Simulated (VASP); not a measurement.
A run of VASP 6.6.1:

The input INCAR:

```
ALGO = Normal
EDIFF = 1E-6
ENCUT = 520
ISIF = 2
ISMEAR = 0
LASPH = T
LCHARG = F
LREAL = F
LWAVE = F
NBANDS = 16
NELM = 60
PREC = Accurate
SIGMA = 0.03
```

File KPOINTS:

```
k-points
0
Gamma
  12 12 6
```

The input POSCAR:

```
Si
1.0
    3.7054125847      0.0000000000      0.0000000000
   -1.8527062924      3.2089814298      0.0000000000
    0.0000000000      0.0000000000      6.6197195825
Si
4
Direct
    0.3333333333      0.6666666667      0.0725769780
    0.6666666667      0.3333333333      0.5725769780
    0.3333333333      0.6666666667      0.4274230220
    0.6666666667      0.3333333333      0.9274230220
```

Potentials or basis: VASP PAW LDA potentials, release 64 (Si).

The run is started by

```sh
$ cat potpaw_LDA.64/Si/POTCAR > POTCAR
$ mpirun -np 1 vasp_std > vasp.out
```

Hardware: 1 thread of Intel Xeon 6975P-C, with other jobs on the host.

Question: How long does it take, and how much memory?

Answer: It took 69 s on 1 thread of Intel Xeon 6975P-C (shared host), peak memory 0.2 GiB. Counts: scf iterations 12, k points 76.
